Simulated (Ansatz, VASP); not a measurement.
## Two plane-wave programs on Bi2TeSe2

```xyz
5
Lattice="4.1427 0.0000 0.0000 -2.0713 3.5877 0.0000 -2.0713 1.1959 9.6187" Properties=species:S:1:pos:R:3 pbc="T T T"
Bi    0.0000    2.3918    2.0993
Bi    0.0000    2.3918    7.5194
Se   -2.0713    3.5877    5.9943
Se    2.0713    1.1959    3.6244
Te    0.0000    0.0000    0.0000
```

Alike in both runs: functional r2SCAN; k mesh 6 × 6 × 6; occupations gaussian, width 0.0472 eV; no spin polarisation.

Ansatz relaxed the structure, and its values are those at the end. VASP's run is a single point on that final structure, the one shown.

```csv
,VASP,Ansatz
version,VASP 6.6.1,Ansatz 0.2.0
potentials or method,"VASP PAW PBE potentials, release 64 (Bi_d, Se, Te), cutoff 520 eV",PAW plane waves
valence electrons in the cell,48,78
```

|  | VASP | Ansatz | Ansatz less VASP |
| --- | --- | --- | --- |
| gap on the k mesh at the Fermi level (eV) | 0.86 | 0.86 | +0.001 |
| pressure (GPa) | 4.6 | 4.6 | -0.03 |
| rms of the force components (eV/Å) | 0.008 | 0.000 | -0.0073 |

VASP's potentials were made for PBE, not for r2SCAN. The functional is the same, so the differences come from potentials, cutoffs and numerics. VASP's potentials hold 48 valence electrons a cell and Ansatz's 78, so a difference there can come from the potentials and not from the codes. Ansatz's warnings: stress scf threshold loose, structure snapped to symmetry.

Neither program's run includes spin-orbit coupling.
